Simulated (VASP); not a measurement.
# C in VASP: notebook, part 2 of 2

VASP 6.6.1. Earlier steps stand in the parts before.

### 4 Single point, PBEsol (strain -0.0250 x Voigt [0, 1, 0, 0, 0, 0])

Contents of INCAR:

```
ALGO = Normal
EDIFF = 1E-7
ENCUT = 520
GGA = PS
ISIF = 2
ISMEAR = 0
LASPH = T
LCHARG = F
LREAL = F
LWAVE = F
NBANDS = 11
NELM = 100
PREC = Accurate
SIGMA = 0.15
```

Contents of KPOINTS:

```
k-points
0
Gamma
  24 24 6
```

Contents of POSCAR:

```
C
1.0
    2.4561701622      0.0000000000      0.0000000000
   -1.2280850811      2.0739281126      0.0000000000
    0.0000000000      0.0000000000      8.5238033600
C
2
Direct
    0.3333333333      0.6666666667      0.0000000000
    0.6666666667      0.3333333333      0.0000000000
```

Potentials or basis: VASP PAW PBE potentials, release 64 (C).

The run is started by

```bash
cat potpaw_PBE.64/C/POTCAR > POTCAR
mpirun -np 1 vasp_std > vasp.out
```

OUTCAR:

```text
EDIFF = 1E-7
   ENCUT = 520
   GGA = PS
   ISIF = 2
   ISMEAR = 0
   LASPH = T
   LREAL = F
   NELM = 100
   PREC = Accurate

 ion  position               nearest neighbor table
   1  0.333  0.667  0.000-   2 1.38   2 1.41   2 1.41
   2  0.667  0.333  0.000-   1 1.38   1 1.41   1 1.41

  Warning from LATTYP: Monoclinic adjustment (A1->A3, A2->A1, A3->A2)!
  LATTYP: Found a base centered orthorhombic cell.
 ALAT       =     2.4561701622
 B/A-ratio  =     1.6887495374
 C/A-ratio  =     3.4703635323

  Lattice vectors:

 A1 = (   1.2280850811,  -2.0739281126,   0.0000000000)
 A2 = (   1.2280850811,   2.0739281126,   0.0000000000)
 A3 = (   0.0000000000,   0.0000000000,   8.5238033600)

Analysis of symmetry for initial positions (statically):
=====================================================================
 Subroutine PRICEL returns:
 Original cell was already a primitive cell.

 Routine SETGRP: Setting up the symmetry group for a
 base centered orthorhombic supercell.

 Subroutine GETGRP returns: Found  8 space group operations
 (whereof  8 operations were pure point group operations)
 out of a pool of  8 trial point group operations.

The static configuration has the point symmetry D_2h.

Analysis of symmetry for dynamics (positions and initial velocities):
=====================================================================
 Subroutine PRICEL returns:
 Original cell was already a primitive cell.

 Routine SETGRP: Setting up the symmetry group for a
 base centered orthorhombic supercell.

 Subroutine GETGRP returns: Found  8 space group operations
 (whereof  8 operations were pure point group operations)
 out of a pool of  8 trial point group operations.

The dynamic configuration has the point symmetry D_2h.

 Subroutine INISYM returns: Found  8 space group operations
 (whereof  8 operations are pure point group operations),
 and found     1 'primitive' translations

[... 122 lines left out ...]
   IVDW    =     0    specifies the selected vdW correction
   LEPSILON=     F    determine dielectric tensor
   LRPA    =     F    only Hartree local field effects (RPA)
 non-spin polarized calculation
 Gauss-broadening in eV      SIGMA  =   0.15
  energy-cutoff  :      520.00
  volume of cell :       43.42
 maximum number of plane-waves:      1201
   NGX =  9   NGY =  9   NGZ = 31

 number of electron       7.9999999 magnetization

 Free energy of the ion-electron system (eV)
  ---------------------------------------------------
  ext. energy  EPLUGINS =         0.00000000
  ---------------------------------------------------
  free energy    TOTEN  =       -19.23667976 eV

  energy without entropy =      -19.23652435  energy(sigma->0) =      -19.23660206

 E-fermi :  -0.5850     XC(G=0):  -5.0088

 val. band max:       -0.7579901790   @ k =   0.3333   0.3333   0.0000
 cond. band min:      -0.4120577762   @ k =   0.3333   0.3333   0.5000
 fundamental gap:      0.3459324028
 Fermi energy:        -0.5850182308

 k-point     1 :       0.0000    0.0000    0.0000
  band No.  band energies     occupation
      1     -20.4751      2.00000
      2      -8.5786      2.00000
      3      -3.6177      2.00000
      4      -3.5182      2.00000
      5       2.3963      0.00000
      6       4.7651      0.00000
      7       6.3093      0.00000
      8       7.7299      0.00000
      9       8.2731      0.00000
     10      11.4727      0.00000
     11      13.0067      0.00000
[... 309 lines left out ...]
 k-point    24 :       0.4167    0.0417    0.0000
  band No.  band energies     occupation
      1     -15.9825      2.00000
      2     -13.0562      2.00000
      3      -7.0131      2.00000
      4      -3.6488      2.00000
      5       1.7651      0.00000
      6       7.7852      0.00000
      7       8.7232      0.00000
      8      10.8547      0.00000
      9      12.4255      0.00000
     10      12.5896      0.00000
     11      14.2557      0.00000

 [... further k-points ...]

------------------------ aborting loop because EDIFF is reached ----------------------------------------

  FORCE on cell =-STRESS in cart. coord.  units (eV):
  Direction    XX          YY          ZZ          XY          YZ          ZX
  --------------------------------------------------------------------------------------
  -------------------------------------------------------------------------------------
  Total        0.7885800      3.4227556     -0.0106582      0.0000000      0.0000000      0.0000000
  in kB       29.0985104    126.2992868     -0.3932881      0.0000000      0.0000000      0.0000000
  external PRESSURE =      51.6681697 kB  Pullay stress =       0.0000000 kB

 VOLUME and BASIS-vectors are now :
 -----------------------------------------------------------------------------
  energy-cutoff  :      520.00
  volume of cell :       43.42
      direct lattice vectors                 reciprocal lattice vectors
     2.456170162  0.000000000  0.000000000     0.407137916  0.241088395  0.000000000
    -1.228085081  2.073928113  0.000000000     0.000000000  0.482176790  0.000000000
     0.000000000  0.000000000  8.523803360     0.000000000  0.000000000  0.117318521

 POSITION                                       TOTAL-FORCE (eV/Angst)
 -----------------------------------------------------------------------------------
     -0.00000      1.38262      0.00000         0.000000     -0.419100     -0.000000
      1.22809      0.69131      0.00000         0.000000      0.419100      0.000000
 -----------------------------------------------------------------------------------
    total drift:                                0.000000     -0.000000      0.000000

  FREE ENERGIE OF THE ION-ELECTRON SYSTEM (eV)
  ---------------------------------------------------
  free  energy   TOTEN  =       -19.2366797628 eV

  energy  without entropy=      -19.2365243529  energy(sigma->0) =      -19.23660206
```

OSZICAR:

```text
N       E                     dE             d eps       ncg     rms          rms(c)
DAV:   1     0.239765899768E+02    0.23977E+02   -0.37177E+03 13848   0.586E+02
DAV:   2    -0.187467413746E+02   -0.42723E+02   -0.40211E+02 18178   0.132E+02
DAV:   3    -0.206832112100E+02   -0.19365E+01   -0.19279E+01 17276   0.275E+01
DAV:   4    -0.207009299439E+02   -0.17719E-01   -0.17712E-01 18814   0.323E+00
DAV:   5    -0.207010656833E+02   -0.13574E-03   -0.13572E-03 17863   0.245E-01    0.678E+00
DAV:   6    -0.196446445033E+02    0.10564E+01   -0.84979E-01 15980   0.535E+00    0.394E+00
DAV:   7    -0.192420680357E+02    0.40258E+00   -0.11209E+00 16334   0.613E+00    0.101E+00
DAV:   8    -0.192359841201E+02    0.60839E-02   -0.31696E-02 16397   0.106E+00    0.214E-01
DAV:   9    -0.192354563773E+02    0.52774E-03   -0.53370E-04 16720   0.152E-01    0.148E-01
DAV:  10    -0.192350421290E+02    0.41425E-03   -0.55303E-03 14627   0.310E-01    0.122E-01
DAV:  11    -0.192357076975E+02   -0.66557E-03   -0.19515E-04 15426   0.793E-02    0.330E-02
DAV:  12    -0.192365860441E+02   -0.87835E-03   -0.16085E-04 14625   0.761E-02    0.235E-02
DAV:  13    -0.192366449151E+02   -0.58871E-04   -0.39239E-06 15025   0.136E-02    0.824E-03
DAV:  14    -0.192366792631E+02   -0.34348E-04   -0.15332E-06 14215   0.793E-03    0.115E-03
DAV:  15    -0.192366797330E+02   -0.46988E-06   -0.10702E-07 15811   0.217E-03    0.114E-03
DAV:  16    -0.192366797628E+02   -0.29817E-07   -0.14094E-08 15368   0.782E-04
   1 F= -.19236680E+02 E0= -.19236602E+02  d E =-.155410E-03
```

stdout:

```text
POSCAR found type information on POSCAR C
 POSCAR found :  1 types and       2 ions
 scaLAPACK will be used
 -----------------------------------------------------------------------------
|                                                                             |
|                                                                             |
|     You enforced a specific xc type in the INCAR file but a different       |
|     I HOPE YOU KNOW WHAT YOU ARE DOING!                                     |
|                                                                             |
 -----------------------------------------------------------------------------

 LDA part: xc-table for (Slater+PW92), standard interpolation
 POSCAR, INCAR and KPOINTS ok, starting setup
 FFT: planning ... GRIDC
 FFT: planning ... GRID_SOFT
 FFT: planning ... GRID
 WAVECAR not read
 entering main loop
```

It took 1.8 min on 1 thread of Intel Xeon 6975P-C (Granite Rapids), shared host; peak memory 0.33 GiB.

Results:

| Item | Value |
| --- | --- |
| Free energy | -19.2367 eV |
| Largest force | 0.419 eV/Å |
| Band gap on the k mesh | 0.35 eV, direct |

Forces in eV/Å, atoms in the order of the input:
```
C    0.000 -0.419  0.000
C    0.000  0.419  0.000
```

Caveat: the cell differs from its parent crystal (strain -0.0250 x Voigt [0, 1, 0, 0, 0, 0]); the PAW data sets were made with another functional, which shifts forces and pressure a little.

### 5 Overview

| cell | gap on the mesh (eV) | largest force (eV/Å) |
| --- | --- | --- |
| a = 2.456, b = 2.319, c = 8.524 Å, angles 90.0, 90.0, 122.0°, 2 atoms | 0.86 | 2.15 |
| a = 2.456, b = 2.365, c = 8.524 Å, angles 90.0, 90.0, 121.3°, 2 atoms | 0.73 | 1.13 |
| a = 2.456, b = 2.410, c = 8.524 Å, angles 90.0, 90.0, 120.6°, 2 atoms | 0.35 | 0.42 |

Alike in all rows: task single point; level PBEsol; potentials or basis VASP PAW PBE potentials, release 64 (C); no spin polarisation; k mesh 24 × 24 × 6; cutoff (eV) 520; smearing gaussian 0.15 eV.

Caveats: the PAW data sets were made with another functional, which shifts forces and pressure a little.

Total energies depend on the potentials used, so only differences within one code and one set of settings carry meaning.
